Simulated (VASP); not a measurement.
## NiO: single point with LDA+U

The system is NiO.

```
CELL_PARAMETERS angstrom
0.00000 2.09131 2.09131
4.18262 2.09131 2.09131
4.18262 4.18262 0.00000
ATOMIC_POSITIONS crystal
Ni 0.00000 0.00000 0.00000
Ni 0.00000 0.00000 0.50000
O 0.50000 0.50000 0.00000
O 0.50000 0.50000 0.50000
```

| Quantity | Value |
| --- | --- |
| Program | VASP 6.6.1 |
| Task | single point |
| Functional | LDA |
| Potentials or basis | VASP PAW LDA potentials, release 64 (Ni, O) |
| Cutoff | 520 eV |
| k mesh | 6 × 6 × 6 |
| Occupations | gaussian, width 0.05 eV |
| Spin | collinear spin, antiferromagnetic start |
| Starting moments | [2.0, -2.0, 0.0, 0.0] μB |
| Hubbard terms | Ni d U = 4.2 eV |
| Dipole correction | no |
| Further INCAR settings | ALGO = Normal; EDIFF = 1e-06; NBANDS = 28 |

* Pressure: -14.7 GPa
* Band gap on the k mesh: 0.82 eV
* Net moment: 0.00 μB per cell
* Site moments: Ni +1.73, -1.73; O -0.09, +0.09 μB
* Valence electrons inside the program's atomic spheres: Ni 9.01; O 4.97

Stress tensor (GPa, compression positive):
```
-14.73   0.00   0.00
  0.00 -14.63   0.00
  0.00   0.00 -14.63
```

Levels at points of the mesh, in eV from the valence-band top:
Spin up:
```csv
k point,band 14,band 15,band 16,band 17,band 18,band 19
"(0.00, 0.00, 0.00)",-1.91,-1.90,-1.90,0.83,1.13,2.31
"(0.50, 0.00, 0.00)",-1.96,-0.01,0.00,3.23,3.24,6.12
"(0.50, 0.50, 0.00)",-2.76,-2.76,-2.30,1.19,1.44,6.44
"(0.00, 0.00, 0.50)",-2.06,-1.55,-0.25,1.39,3.22,7.66
"(0.50, 0.00, 0.50)",-2.26,-2.26,-1.98,1.44,2.06,8.83
"(0.00, 0.50, 0.50)",-1.90,-1.65,-1.65,0.82,1.62,5.96
```
Spin down:
```tsv
k point	band 13	band 14	band 15	band 16	band 17	band 18	band 19	band 20
(0.00, 0.00, 0.00)	-2.64	-1.91	-1.90	-1.90	0.83	1.13	2.31	6.65
(0.50, 0.00, 0.00)	-2.00	-1.96	-0.01	0.00	3.23	3.24	6.12	6.20
(0.50, 0.50, 0.00)	-3.25	-2.76	-2.76	-2.30	1.19	1.44	6.44	6.86
(0.00, 0.00, 0.50)	-2.16	-2.06	-1.55	-0.25	1.39	3.22	7.66	7.81
(0.50, 0.00, 0.50)	-2.30	-2.26	-2.26	-1.98	1.44	2.06	8.83	9.34
(0.00, 0.50, 0.50)	-1.90	-1.90	-1.65	-1.65	0.82	1.62	5.96	6.50
```

Eigenvalues of the final occupation matrices:
| site | spin | trace | eigenvalues |
| --- | --- | --- | --- |
| site 1 d | 1 | 4.98 | 0.98 0.98 0.98 1.03 1.03 |
| site 1 d | 2 | 3.29 | 0.18 0.18 0.97 0.97 0.97 |
| site 2 d | 1 | 3.29 | 0.18 0.18 0.97 0.97 0.97 |
| site 2 d | 2 | 4.98 | 0.98 0.98 0.98 1.03 1.03 |

Run time: 99 s on 1 thread of AMD EPYC 9R45 96-Core Processor (Zen 5), on a shared host, peak memory 0.19 GiB.

Caveat: the k points lie up to 0.43 Å⁻¹ apart. The state reached can hang on the start; a lower one may exist.
